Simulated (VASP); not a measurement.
CoHg3: single point with r2SCAN

The system is CoHg3.

```
CELL_PARAMETERS angstrom
4.31247 0.00000 0.00000
0.00000 4.31247 0.00000
0.00000 0.00000 4.31247
ATOMIC_POSITIONS crystal
Co 0.00000 0.00000 0.00000
Hg 0.00000 0.50000 0.50000
Hg 0.50000 0.00000 0.50000
Hg 0.50000 0.50000 0.00000
```

```json
{
 "Program": "VASP 6.6.1",
 "Task": "single point",
 "Functional": "r2SCAN",
 "Potentials or basis": "VASP PAW PBE potentials, release 64 (Co_sv, Hg_sv_GW)",
 "Cutoff": "760 eV",
 "k mesh": "4 × 4 × 4",
 "Occupations": "gaussian, width 0.1 eV",
 "Spin": "collinear spin, ferromagnetic start",
 "Starting moments": "[2.28, 0.0, 0.0, 0.0] μB",
 "Dipole correction": "no",
 "Further INCAR settings": "ALGO = Normal; EDIFF = 1e-06; NBANDS = 50"
}
```

* Pressure: -2.8 GPa
* Net moment: -1.94 μB per cell
* Site moments: Co -1.97; Hg +0.01 μB
* Valence electrons inside the program's atomic spheres: Co 15.00; Hg 17.85

Levels at points of the mesh, in eV from the Fermi level:
Spin up:
```csv
k point,band 35,band 36,band 37,band 38,band 39,band 40
"(0.00, 0.00, 0.00)",-0.47,-0.47,-0.47,0.44,0.44,0.44
"(0.50, 0.00, 0.00)",-1.14,-0.42,-0.42,0.40,0.95,3.16
"(0.50, 0.50, 0.00)",-3.30,-1.12,-0.70,-0.14,-0.14,0.77
"(0.50, 0.50, 0.50)",-2.38,-2.00,-2.00,-2.00,-0.98,-0.98
```
Spin down:
| k point | band 37 | band 38 | band 39 | band 40 | band 41 | band 42 | band 43 | band 44 |
| --- | --- | --- | --- | --- | --- | --- | --- | --- |
| (0.00, 0.00, 0.00) | -2.60 | -0.43 | -0.43 | -0.43 | 1.23 | 1.23 | 3.70 | 7.80 |
| (0.50, 0.00, 0.00) | -2.61 | -2.41 | 0.97 | 2.75 | 3.02 | 3.02 | 3.69 | 3.69 |
| (0.50, 0.50, 0.00) | -3.31 | -2.49 | -2.44 | -1.76 | 5.04 | 5.54 | 5.54 | 6.05 |
| (0.50, 0.50, 0.50) | -2.31 | -1.92 | -1.92 | -1.92 | -1.18 | -1.18 | -1.18 | 1.50 |

Run time: 14 min on 1 thread of Intel(R) Xeon(R) Platinum 8259CL CPU @ 2.50GHz (Skylake/Cascade Lake) (shared host), peak memory 0.38 GiB.

Caveat: the k points lie up to 0.36 Å⁻¹ apart; the PAW data sets were made with another functional, which shifts forces and pressure a little; spin-orbit coupling is left out, which moves the levels of the heavy elements.
